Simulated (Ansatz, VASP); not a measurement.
## One calculation of AlN, two programs

INCAR

```
SYSTEM = AlN
PREC = Accurate ; ENCUT = 520
EDIFF = 1E-7 ; ISMEAR = -1
SIGMA = 0.02 ; LREAL = .FALSE.
LASPH = .TRUE. ; NELM = 100
ALGO = Normal ; ISIF = 2
LWAVE = .FALSE. ; LCHARG = .FALSE.
GGA = PE ; NBANDS = 11
```

File KPOINTS:

```
regular mesh
0
G
  10 10 10
  0 0 0
```

File POSCAR:

```
AlN
1.0
    0.0000000000      2.0188685302      2.0188685302
    2.0188685302      0.0000000000      2.0188685302
    2.0188685302      2.0188685302      0.0000000000
Al N
1 1
Direct
    0.0000000000      0.0000000000      0.0000000000
    0.5000000000      0.5000000000      0.5000000000
```

Input for Ansatz:

```yaml
crystal:
  lattice:
    - [0.0, 2.0188685302, 2.0188685302]
    - [2.0188685302, 0.0, 2.0188685302]
    - [2.0188685302, 2.0188685302, 0.0]
  atoms:
    - { symbol: Al, position: [0.0, 0.0, 0.0] }
    - { symbol: "N", position: [0.5, 0.5, 0.5] }
kpoints:
  mp_grid: { grid: [10, 10, 10] }
  band_path:
    path:
      - [[0.0, 0.0, 0.0], [0.5, -4.890008024722e-35, 0.5], [0.625, 0.25, 0.625]]
      - [[0.375, 0.375, 0.75], [0.0, 0.0, 0.0], [0.5, 0.5, 0.5], [0.5, 0.25, 0.75], [0.5, -4.890008024722e-35, 0.5]]
    npoints: 10
hamiltonian:
  xc: pbe
scf:
  occupations: { method: fermi_dirac, width: 0.02 }
  n_extra_bands: 4
output:
  forces: true
  stress: true
  eigenvalues: true
```

Alike in both runs: task single point; functional PBE; k mesh 10 × 10 × 10; occupations fermi-dirac, width 0.02 eV; no spin polarisation.

|  | VASP | Ansatz |
| --- | --- | --- |
| version | VASP 6.6.1 | Ansatz 0.2.0 |
| potentials or method | VASP PAW PBE potentials, release 64 (Al, N) | plane waves, PAW |
| plane-wave cutoff (eV) | 520 | 420 |
| valence electrons in the cell | 8 | 8 |

|  | VASP | Ansatz | Ansatz less VASP |
| --- | --- | --- | --- |
| gap on the k mesh at the Fermi level (eV) | 4.65 | 4.67 | +0.023 |
| pressure (GPa) | 6.1 | 6.4 | +0.30 |

With one functional, cell and mesh, what is left measures potentials, basis and numerics.
